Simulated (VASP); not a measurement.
A run of VASP 6.6.1:

File INCAR:

```
PREC = Accurate
ENCUT = 500
EDIFF = 1E-6
ISMEAR = 0
SIGMA = 0.15
LREAL = F
LASPH = T
NELM = 120
ALGO = Normal
ISIF = 2
LWAVE = F
LCHARG = T
GGA = PE
IVDW = 12
LELF = T
LVHAR = T
NBANDS = 8
GGA_COMPAT = F
```

File KPOINTS:

```
regular mesh
0
Gamma
  33 33 14
```

POSCAR

```
B
1.0
    1.6173118970      0.0000000000      0.0000000000
   -0.8086559485      1.4006331887      0.0000000000
    0.0000000000      0.0000000000      3.5445372787
B
1
Direct
    0.0000000000      0.0000000000      0.0000000000
```

Potentials or basis: VASP PAW PBE potentials, release 64 (B).

Run with:

```bash
$ cat potpaw_PBE.64/B/POTCAR > POTCAR
$ mpirun -np 1 vasp_std > vasp.out
```

Hardware: 1 thread of Intel(R) Xeon(R) Platinum 8488C (Sapphire Rapids), with other jobs on the host.

Problem. How long does it take, and how much memory?

Solution. Wall time 19 s on 1 thread of Intel(R) Xeon(R) Platinum 8488C (Sapphire Rapids), with other jobs on the host, peak memory 0.15 GiB. Counts: scf iterations 12, k points 864.
